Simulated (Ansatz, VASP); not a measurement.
## CoO in VASP and in Ansatz

File INCAR:

```
SYSTEM = CoO
ALGO     = Normal         ! electronic algorithm
EDIFF    = 1E-7           ! SCF threshold, eV
ENCUT    = 520            ! plane-wave cutoff, eV
GGA      = PE             ! functional
ISIF     = 2              ! what is computed and relaxed
ISMEAR   = 0              ! smearing method
ISPIN    = 2              ! spin polarisation
LASPH    = .TRUE.         ! aspherical terms in the spheres
LCHARG   = .FALSE.        ! write CHGCAR
LMAXMIX  = 4              ! l up to which the mixer works
LORBIT   = 11             ! projections on sites
LREAL    = .FALSE.        ! projectors in reciprocal space
LWAVE    = .FALSE.        ! write WAVECAR
MAGMOM   = 2 -2 0 0       ! initial moments
NBANDS   = 27             ! bands
NELM     = 100            ! most SCF steps
PREC     = Accurate       ! precision mode
SIGMA    = 0.05           ! smearing width, eV
```

KPOINTS

```
k-points
0
G
  6 6 5
  0 0 0
```

Contents of POSCAR:

```
CoO
1.0
    3.0160008800      0.0000000000      0.0000000000
    0.0000000000      3.0160008800      0.0000000000
    0.0000000000      0.0000000000      4.2145007200
Co O
2 2
Direct
    0.0000000000      0.0000000000      0.0000000000
    0.5000000000      0.5000000000      0.5000000000
    0.0000000000      0.0000000000      0.5000000000
    0.5000000000      0.5000000000      0.0000000000
```

File input.yaml:

```yaml
crystal:
  lattice:
    - [3.01600088, 0.0, 0.0]
    - [0.0, 3.01600088, 0.0]
    - [0.0, 0.0, 4.21450072]
  atoms:
    - { symbol: Co, position: [0.0, 0.0, 0.0], spin: 2.0 }
    - { symbol: Co, position: [0.5, 0.5, 0.5], spin: -2.0 }
    - { symbol: O, position: [0.0, 0.0, 0.5] }
    - { symbol: O, position: [0.5, 0.5, 0.0] }
hamiltonian:
  xc: pbe
  pseudopotentials: { kind: paw }
magnetization:
  spin_polarized: true
kpoints:
  mp_grid: { grid: [6, 6, 5] }
scf:
  occupations: { method: gaussian, width: 0.05 }
output:
  forces: true
  stress: true
  eigenvalues: true
```

Alike in both runs: task single point; functional PBE; k mesh 6 × 6 × 5; occupations gaussian, width 0.05 eV; collinear spin, antiferromagnetic start.

```csv
,VASP,Ansatz
version,VASP 6.6.1,Ansatz 0.2.0
potentials or method,"VASP PAW PBE potentials, release 64 (Co, O)",Ansatz PAW
plane-wave cutoff (eV),520,420
valence electrons in the cell,30,46
```

|  | VASP | Ansatz | Ansatz less VASP |
| --- | --- | --- | --- |
| gap on the k mesh at the Fermi level (eV) | none | none | - |
| pressure (GPa) | -3.2 | -2.8 | +0.46 |
| traceless stress, the component that is largest in VASP (GPa) | 4.18 | 4.24 | +0.058 |
| net moment per atom (μB) | 0.00 | 0.00 | 0.000 |
| size of the moment on the site where the two differ most (μB) | 2.30 | 2.22 | -0.080 |

Site moments also hang on the region over which each program counts them. A gap of «none» marks a metal or a gap that the smearing closes. VASP's potentials hold 30 valence electrons a cell and Ansatz's 46, so a difference there can come from the potentials and not from the codes.
